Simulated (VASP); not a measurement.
# Pt (Fm-3m) in VASP: relaxation of cell and atoms with LDA

Aim: the relaxation of cell and atoms of Pt with LDA.

Program: VASP 6.6.1. These are calculated values, not measurements. Logs are shortened: lines on timing, memory, paths and dates and some standing lists are left out, and cuts for length are marked.

### Step 1. The cell of the first run

Symmetry: Fm-3m, No. 225, cubic system. The conventional cell has a = 3.893 Å, b = 3.893 Å, c = 3.893 Å, α = 90.00°, β = 90.00°, γ = 90.00°. Pt (site symmetry m-3m) has 12 Pt at 2.75 Å within 3.6 Å.

### Step 2. Relaxation of cell and atoms, LDA

INCAR reads:

```
ALGO = Normal
EDIFF = 1E-7
EDIFFG = -0.001
ENCUT = 600
GGA = CA
IBRION = 2
ISIF = 3
ISMEAR = -1
LASPH = True
LCHARG = False
LREAL = False
LWAVE = False
NELM = 60
NSW = 80
PREC = Accurate
SIGMA = 0.15
```

KPOINTS reads:

```
k-points
0
Gamma
  16 16 16
```

POSCAR reads:

```
Pt
1.0
    0.0000000000      1.9467426884      1.9467426884
    1.9467426884      0.0000000000      1.9467426884
    1.9467426884      1.9467426884      0.0000000000
Pt
1
Direct
    0.0000000000      0.0000000000      0.0000000000
```

Potentials or basis: VASP PAW LDA potentials, release 64 (Pt).

On the command line:

```bash
> cat potpaw_LDA.64/Pt/POTCAR > POTCAR
> mpirun -np 1 vasp_std > vasp.out
```

OUTCAR:

```text
EDIFF = 1E-7
   EDIFFG = -0.001
   ENCUT = 600
   GGA = CA
   IBRION = 2
   ISIF = 3
   ISMEAR = -1
   LASPH = True
   LREAL = False
   NELM = 60
   NSW = 80
   PREC = Accurate

 ion  position               nearest neighbor table
   1  0.000  0.000  0.000-

  LATTYP: Found a face centered cubic cell.
 ALAT       =     3.8934853768

  Lattice vectors:

 A1 = (   0.0000000000,   1.9467426884,   1.9467426884)
 A2 = (   1.9467426884,   0.0000000000,   1.9467426884)
 A3 = (   1.9467426884,   1.9467426884,   0.0000000000)

Analysis of symmetry for initial positions (statically):
=====================================================================
 Subroutine PRICEL returns:
 Original cell was already a primitive cell.

 Routine SETGRP: Setting up the symmetry group for a
 face centered cubic supercell.

 Subroutine GETGRP returns: Found 48 space group operations
 (whereof 48 operations were pure point group operations)
 out of a pool of 48 trial point group operations.

The static configuration has the point symmetry O_h .

Analysis of symmetry for dynamics (positions and initial velocities):
=====================================================================
 Subroutine PRICEL returns:
 Original cell was already a primitive cell.

 Routine SETGRP: Setting up the symmetry group for a
 face centered cubic supercell.

 Subroutine GETGRP returns: Found 48 space group operations
 (whereof 48 operations were pure point group operations)
 out of a pool of 48 trial point group operations.

The dynamic configuration has the point symmetry O_h .

 Subroutine INISYM returns: Found 48 space group operations
 (whereof 48 operations are pure point group operations),
 and found     1 'primitive' translations

----------------------------------------------------------------------------------------

                                     Primitive cell

  volume of cell :      14.7556

  direct lattice vectors                    reciprocal lattice vectors
     0.000000000  1.946742688  1.946742688    -0.256839285  0.256839285  0.256839285
     1.946742688  0.000000000  1.946742688     0.256839285 -0.256839285  0.256839285
     1.946742688  1.946742688  0.000000000     0.256839285  0.256839285 -0.256839285

  length of vectors
     2.753109912  2.753109912  2.753109912     0.444858691  0.444858691  0.444858691

  position of ions in fractional coordinates (direct lattice)
     0.000000000  0.000000000  0.000000000

  ion indices of the primitive-cell ions
   primitive index   ion index
                 1           1

----------------------------------------------------------------------------------------

 KPOINTS: k-points

Automatic generation of k-mesh.
 Grid dimensions read from file:
 generate k-points for:   16   16   16

 Generating k-lattice:

  Cartesian coordinates                     Fractional coordinates (reciprocal lattice)
    -0.016052455  0.016052455  0.016052455     0.062500000  0.000000000  0.000000000
     0.016052455 -0.016052455  0.016052455     0.000000000  0.062500000  0.000000000
     0.016052455  0.016052455 -0.016052455     0.000000000  0.000000000  0.062500000

  Length of vectors
     0.027803668  0.027803668  0.027803668

  Shift w.r.t. Gamma in fractional coordinates (k-lattice)
     0.000000000  0.000000000  0.000000000

 Subroutine IBZKPT returns following result:
 ===========================================

 Found    145 irreducible k-points:

 Following reciprocal coordinates:
            Coordinates               Weight
  0.000000  0.000000  0.000000      1.000000
  0.062500  0.000000  0.000000      8.000000
  0.125000  0.000000  0.000000      8.000000
  0.187500  0.000000  0.000000      8.000000
  0.250000  0.000000  0.000000      8.000000
  0.312500  0.000000  0.000000      8.000000
[... 16 lines left out ...]
 -0.125000  0.062500  0.000000     24.000000
 -0.062500  0.062500  0.000000     12.000000
 [... further k-points ...]
   k-points           NKPTS =    145   k-points in BZ     NKDIM =    145   number of bands    NBANDS=      9
   number of dos      NEDOS =    301   number of ions     NIONS =      1
   total plane-waves  NPLWV =  13824
   dimension x,y,z NGX =    24 NGY =   24 NGZ =   24
   dimension x,y,z NGXF=    48 NGYF=   48 NGZF=   48
   ions per type =               1
   NGX,Y,Z   is equivalent  to a cutoff of  14.49, 14.49, 14.49 a.u.
   NGXF,Y,Z  is equivalent  to a cutoff of  28.98, 28.98, 28.98 a.u.
 SYSTEM =  unknown system
   PREC   = accura    normal or accurate (medium, high low for compatibility)
   ISTART =      0    job   : 0-new  1-cont  2-samecut
   ICHARG =      2    charge: 1-file 2-atom 10-const
   ISPIN  =      1    spin polarized calculation?
   LNONCOLLINEAR =      F non collinear calculations
   LSORBIT =      F    spin-orbit coupling
   LASPH  =      T    aspherical Exc in radial PAW
   ENCUT  =  600.0 eV  44.10 Ry    6.64 a.u.   5.50  5.50  5.50*2*pi/ulx,y,z
   NELM   =     60;   NELMIN=  2; NELMDL= -5     # of ELM steps
   EDIFF  = 0.1E-06   stopping-criterion for ELM
   LREAL  =      F    real-space projection
   EDIFFG = -.1E-02   stopping-criterion for IOM
   NSW    =     80    number of steps for IOM
   IBRION =      2    ionic relax: 0-MD 1-quasi-New 2-CG
   NFREE  =      1    steps in history (QN), initial steepest desc. (CG)
   ISIF   =      3    stress and relaxation
   ISYM   =      2    0-nonsym 1-usesym 2-fastsym
   POTIM  = 0.5000    time-step for ionic-motion
   TEBEG  =    0.0;   TEEND  =   0.0 temperature during run
   PSTRESS=    0.0 pullay stress
   NELECT =      10.0000    total number of electrons
   NUPDOWN=      -1.0000    fix difference up-down
   EMIN   =  10.00;   EMAX   =-10.00  energy-range for DOS
   EFERMI =   0.00;   METHOD = LEGACY
   ISMEAR =    -1;   SIGMA  =   0.15  broadening in eV -4-tet -1-fermi 0-gaus
   EFERMI_NEDOS =   21; number of points for ismear=-14 and -15
   IALGO  =     38    algorithm
   IMIX   =      4    mixing-type and parameters
     AMIX     =   0.40;   BMIX     =  1.00
     AMIX_MAG =   1.60;   BMIX_MAG =  1.00
  volume/ion in A,a.u.               =      14.76        99.58
  Fermi-wavevector in a.u.,A,eV,Ry     =   1.437991  2.717410 28.134388  2.067819
  Thomas-Fermi vector in A             =   2.557008
   LORBIT       =      0    0 simple, 1 ext, 2 COOP (PROOUT), +10 PAW based schemes
   GGA     = CA    functional components
   LHFCALC =     F    Hartree Fock is set to
   AEXX    =    0.0000 exact exchange contribution
   IVDW    =     0    specifies the selected vdW correction
   LEPSILON=     F    determine dielectric tensor
   LRPA    =     F    only Hartree local field effects (RPA)
 conjugate gradient relaxation of ions
 non-spin polarized calculation
  energy-cutoff  :      600.00
  volume of cell :       14.76
 maximum number of plane-waves:       531
 NGX is ok and might be reduce to    24
   NGX = 11   NGY = 11   NGZ = 11

--------------------------------------- Ionic step        1  -------------------------------------------

 number of electron      10.0000000 magnetization

 number of electron       9.9999999 magnetization

 Free energy of the ion-electron system (eV)
  ---------------------------------------------------
  ext. energy  EPLUGINS =         0.00000000
  ---------------------------------------------------
  free energy    TOTEN  =        -7.56608547 eV

  energy without entropy =       -7.45918511  energy(sigma->0) =       -7.51263529

------------------------ aborting loop because EDIFF is reached ----------------------------------------

  FORCE on cell =-STRESS in cart. coord.  units (eV):
  Direction    XX          YY          ZZ          XY          YZ          ZX
  --------------------------------------------------------------------------------------
  -------------------------------------------------------------------------------------
  Total        0.1558060      0.1558060      0.1558060      0.0000000      0.0000000      0.0000000
  in kB       16.9176168     16.9176168     16.9176168      0.0000000      0.0000000      0.0000000
  external PRESSURE =      16.9176168 kB  Pullay stress =       0.0000000 kB
[... 86 lines left out ...]
  FREE ENERGIE OF THE ION-ELECTRON SYSTEM (eV)
  ---------------------------------------------------
  free  energy   TOTEN  =        -7.5665110941 eV

  energy  without entropy=       -7.4589184783  energy(sigma->0) =       -7.51271479

[... ionic steps 4 to 14 ...]

--------------------------------------- Ionic step       15  -------------------------------------------

 number of electron       9.9999999 magnetization

------------------------ aborting loop because EDIFF is reached ----------------------------------------

  FORCE on cell =-STRESS in cart. coord.  units (eV):
  Direction    XX          YY          ZZ          XY          YZ          ZX
  --------------------------------------------------------------------------------------
  -------------------------------------------------------------------------------------
  Total       -0.0011691     -0.0011691     -0.0011691      0.0000000      0.0000000     -0.0000000
  in kB       -0.1262480     -0.1262480     -0.1262480      0.0000000      0.0000000     -0.0000000
  external PRESSURE =      -0.1262480 kB  Pullay stress =       0.0000000 kB
[... 55 lines left out ...]
  energy  without entropy=       -7.4589223552  energy(sigma->0) =       -7.51271674

--------------------------------------- Ionic step       17  -------------------------------------------

 number of electron       9.9999999 magnetization

 Free energy of the ion-electron system (eV)
  ---------------------------------------------------
  ext. energy  EPLUGINS =         0.00000000
  ---------------------------------------------------
  free energy    TOTEN  =        -7.56651112 eV

  energy without entropy =       -7.45892382  energy(sigma->0) =       -7.51271747

 E-fermi :  11.4758     XC(G=0): -13.7825

 val. band max:       11.4729381061   @ k =   0.5000   0.3125   0.0625
 cond. band min:      11.4818130169   @ k =   0.4375   0.1250   0.0000
 fundamental gap:      0.0088749108
 Fermi energy:        11.4758442495

 k-point     1 :       0.0000    0.0000    0.0000
  band No.  band energies     occupation
      1       1.0302      2.00000
      2       7.5408      2.00000
      3       7.5408      2.00000
      4       7.5408      2.00000
      5       9.7902      1.99997
      6       9.7902      1.99997
      7      26.0356      0.00000
      8      31.0471      0.00000
      9      31.0471      0.00000
[... 265 lines left out ...]
 k-point    24 :      -0.0625    0.0625    0.0000
  band No.  band energies     occupation
      1       1.4516      2.00000
      2       7.3340      2.00000
      3       7.6946      2.00000
      4       7.7407      2.00000
      5       9.5891      1.99999
      6       9.8168      1.99997
      7      26.6899      0.00000
      8      29.4738      0.00000
      9      31.1410      0.00000

 [... further k-points ...]
[... 5 lines left out ...]
  --------------------------------------------------------------------------------------
  -------------------------------------------------------------------------------------
  Total       -0.0006472     -0.0006472     -0.0006472     -0.0000000     -0.0000000      0.0000000
  in kB       -0.0698887     -0.0698887     -0.0698887     -0.0000000     -0.0000000      0.0000000
  external PRESSURE =      -0.0698887 kB  Pullay stress =       0.0000000 kB
[... 16 lines left out ...]
  FREE ENERGIE OF THE ION-ELECTRON SYSTEM (eV)
  ---------------------------------------------------
  free  energy   TOTEN  =        -7.5665111229 eV

  energy  without entropy=       -7.4589238223  energy(sigma->0) =       -7.51271747

 reached required accuracy - stopping structural energy minimisation
```

Run time: 56 s. Hardware: 1 thread of AMD EPYC 9R45 (Zen 5), shared host; peak memory 0.12 GiB.

Results:

```yaml
Free_energy: -7.5665 eV
Relaxed_volume: 14.84 Å³/atom
Relaxed_cell: a = 2.758 Å, b = 2.758 Å, c = 2.758 Å, α = 60.00°, β = 60.00°, γ = 60.00°
Space_group_after_relaxing_to_0.05_Å: Fm-3m (No. 225)
Energy_gained_by_relaxing: 0.4 meV/atom
Ionic_steps: 17
Pressure_after_relaxing: 0.0 GPa
Band_gap_on_the_k_mesh: zero (band 5 reaches 11.97 eV, above the bottom of band 6 at 9.68 eV)
```

The path:
```tsv
step	energy change (eV)	largest force (eV/Å)	pressure (GPa)	volume (Å³)
1	0.0000	0.0000	1.69	14.76
2	0.0035	0.0000	-4.92	15.09
3	-0.0004	0.0000	-0.01	14.84
4	-0.0004	0.0000	0.02	14.84
5	-0.0004	0.0000	0.02	14.84
6	-0.0004	0.0000	0.02	14.84
7	-0.0004	0.0000	0.02	14.84
8	-0.0004	0.0000	0.02	14.84
9	-0.0004	0.0000	0.02	14.84
10	-0.0004	0.0000	0.02	14.84
11	-0.0004	0.0000	0.02	14.84
12	-0.0004	0.0000	0.02	14.84
13	-0.0004	0.0000	0.01	14.84
14	-0.0004	0.0000	0.01	14.84
15	-0.0004	0.0000	-0.01	14.84
16	-0.0004	0.0000	-0.02	14.84
17	-0.0004	0.0000	-0.01	14.84
```

Final structure:
```
Pt
1.0
     0.00000    1.95031    1.95031
     1.95031    0.00000    1.95031
     1.95031    1.95031    0.00000
Pt
1
Direct
  0.00000 0.00000 0.00000
```

Caveat: spin-orbit coupling is left out, which moves the levels of the heavy elements.
